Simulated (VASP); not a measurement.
A run of VASP 6.6.1 is set up as follows.

INCAR

```
ALGO = Normal
EDIFF = 1E-7
ENCUT = 520
GGA = PE
ISIF = 2
ISMEAR = 0
LASPH = T
LCHARG = T
LELF = T
LREAL = F
LVHAR = T
LWAVE = F
NBANDS = 24
NELM = 80
PREC = Accurate
SIGMA = 0.02
```

The input KPOINTS:

```
k-points
0
Gamma
  6 6 8
```

POSCAR

```
LiF
1.0
    4.8044889787      0.0000000000      0.0000000000
   -2.4022444894      4.1608095078      0.0000000000
    0.0000000000      0.0000000000      2.8561530787
Li F
3 3
Direct
    0.6219519718      0.6219519718      0.0000000000
    0.3780480282      0.0000000000      0.3333333333
    0.0000000000      0.3780480282      0.6666666667
    0.0000000000      0.6359828711      0.1666666667
    0.3640171289      0.3640171289      0.5000000000
    0.6359828711      0.0000000000      0.8333333333
```

Potentials or basis: VASP PAW PBE potentials, release 64 (Li_sv, F).

Run with:

```console
$ cat potpaw_PBE.64/Li_sv/POTCAR potpaw_PBE.64/F/POTCAR > POTCAR
$ mpirun -np 1 vasp_std > vasp.out
```

(1) Estimate the largest force.

(2) Estimate the band gap on the k mesh.

Answers

(1) 0.006 eV/Å.

(2) 7.89 eV.
